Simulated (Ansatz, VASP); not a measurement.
## TaZn2B3 in VASP and in Ansatz

```
CELL_PARAMETERS angstrom
3.56376 0.00000 0.00000
0.00000 3.56376 0.00000
0.00000 0.00000 7.66565
ATOMIC_POSITIONS crystal
Ta 0.00000 0.00000 0.50000
Zn 0.50000 0.50000 0.50000
Zn 0.50000 0.50000 0.00000
B 0.00000 0.00000 0.79357
B 0.00000 0.00000 0.20643
B 0.00000 0.00000 0.00000
```

Alike in both runs: functional PBE; k mesh 6 × 6 × 4; occupations gaussian, width 0.1 eV; no spin polarisation.

Ansatz relaxed the structure, and its values are those at the end. VASP's run is a single point on that final structure, the one shown.

|  | VASP | Ansatz |
| --- | --- | --- |
| version | VASP 6.6.1 | Ansatz 0.2.0 |
| potentials or method | VASP PAW PBE potentials, release 64 (Ta_pv, Zn, B), cutoff 520 eV | scalar-relativistic, plane waves, PAW |
| valence electrons in the cell | 44 | 46 |

```csv
,VASP,Ansatz,Ansatz less VASP
gap on the k mesh at the Fermi level (eV),none,none,-
pressure (GPa),0.2,0.1,-0.11
```

A gap of «none» marks a metal or a gap that the smearing closes. VASP's potentials hold 44 valence electrons a cell and Ansatz's 46, so a difference there can come from the potentials and not from the codes.

Spin-orbit coupling is off throughout.
